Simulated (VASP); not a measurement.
A run of VASP 6.6.1 is set up as follows.

The input POSCAR:

```
Re
1.0
   -1.3840237454      1.3840237454      1.9573009285
    1.3840237454     -1.3840237454      1.9573009285
    1.3840237454      1.3840237454     -1.9573009285
Re
1
Direct
    0.0000000000      0.0000000000      0.0000000000
```

Contents of INCAR.step1:

```
SYSTEM = Re
ALGO     = Normal         ! electronic algorithm
EDIFF    = 1E-6           ! SCF threshold, eV
ENCUT    = 520            ! plane-wave cutoff, eV
GGA      = PE             ! functional
GGA_COMPAT= .False.      
ISIF     = 2              ! what is computed and relaxed
ISMEAR   = 0              ! smearing method
KPAR     = 4            
LASPH    = .True.         ! aspherical terms in the spheres
LCHARG   = .True.         ! write CHGCAR
LMAXMIX  = 4              ! l up to which the mixer works
LORBIT   = 11             ! projections on sites
LORBMOM  = .True.       
LREAL    = .False.        ! projectors in reciprocal space
LSORBIT  = .True.         ! spin-orbit coupling
LWAVE    = .False.        ! write WAVECAR
MAGMOM   = 0 0 0          ! initial moments
NBANDS   = 18             ! bands
NEDOS    = 2001           ! points of the DOS
NELM     = 200            ! most SCF steps
PREC     = Accurate       ! precision mode
SIGMA    = 0.1            ! smearing width, eV
```

Contents of KPOINTS.step1:

```
k-points
0
Gamma
  28 28 28
  0 0 0
```

Contents of INCAR.step2:

```
SYSTEM = Re
ALGO     = Normal         ! electronic algorithm
EDIFF    = 1E-6           ! SCF threshold, eV
ENCUT    = 520            ! plane-wave cutoff, eV
GGA      = PE             ! functional
GGA_COMPAT= .False.      
ICHARG   = 11             ! starting density
ISIF     = 2              ! what is computed and relaxed
ISMEAR   = -5             ! smearing method
KPAR     = 4            
LASPH    = .True.         ! aspherical terms in the spheres
LCHARG   = .False.        ! write CHGCAR
LMAXMIX  = 4              ! l up to which the mixer works
LORBIT   = 11             ! projections on sites
LORBMOM  = .True.       
LREAL    = .False.        ! projectors in reciprocal space
LSORBIT  = .True.         ! spin-orbit coupling
LWAVE    = .False.        ! write WAVECAR
MAGMOM   = 0 0 0          ! initial moments
NBANDS   = 18             ! bands
NEDOS    = 2001           ! points of the DOS
NELM     = 200            ! most SCF steps
PREC     = Accurate       ! precision mode
SIGMA    = 0.1            ! smearing width, eV
```

KPOINTS.step2

```
k-points
0
Gamma
  42 42 42
  0 0 0
```

Potentials or basis: VASP PAW PBE potentials, release 64 (Re).

Launch:

```sh
$ cat potpaw_PBE.64/Re/POTCAR > POTCAR
$ cp INCAR.step1 INCAR
$ cp KPOINTS.step1 KPOINTS
$ mpirun -np 4 vasp_ncl > vasp.out
$ cp INCAR.step2 INCAR
$ cp KPOINTS.step2 KPOINTS
$ mpirun -np 4 vasp_ncl > vasp.out
```

Question: Predict the net moment.

Answer: 0.00 μB per cell.

Moments on the atoms (μB; x, y, z):
```
Re  0.00 0.00 0.00
```
